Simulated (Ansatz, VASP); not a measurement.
**AlRu in VASP and in Ansatz**

```
CELL_PARAMETERS angstrom
2.99160 0.00000 0.00000
0.00000 2.99160 0.00000
0.00000 0.00000 3.04395
ATOMIC_POSITIONS crystal
Al 0.00000 0.00000 0.00000
Ru 0.50000 0.50000 0.50000
```

Change from the starting cell: strain +0.0175 x Voigt [0, 0, 1, 0, 0, 0], atoms carried along.

Alike in both runs: task single point; functional PBEsol; k mesh 16 × 16 × 16; occupations gaussian, width 0.15 eV; no spin polarisation.

|  | VASP | Ansatz |
| --- | --- | --- |
| version | VASP 6.6.1 | Ansatz 0.2.0 |
| potentials or method | VASP PAW PBE potentials, release 64 (Al, Ru_pv), cutoff 520 eV | scalar-relativistic, plane waves, PAW |
| valence electrons in the cell | 17 | 19 |

```tsv
	VASP	Ansatz	Ansatz less VASP
gap on the k mesh at the Fermi level (eV)	none	none	-
pressure (GPa)	-6.6	-6.6	-0.04
traceless stress, the component that is largest in VASP (GPa)	-1.83	-1.83	+0.004
```

VASP's potentials were made for PBE, not for PBEsol. A gap of «none» marks a metal or a gap that the smearing closes. The functional is the same, so the differences come from potentials, cutoffs and numerics. VASP's potentials hold 17 valence electrons a cell and Ansatz's 19, so a difference there can come from the potentials and not from the codes.
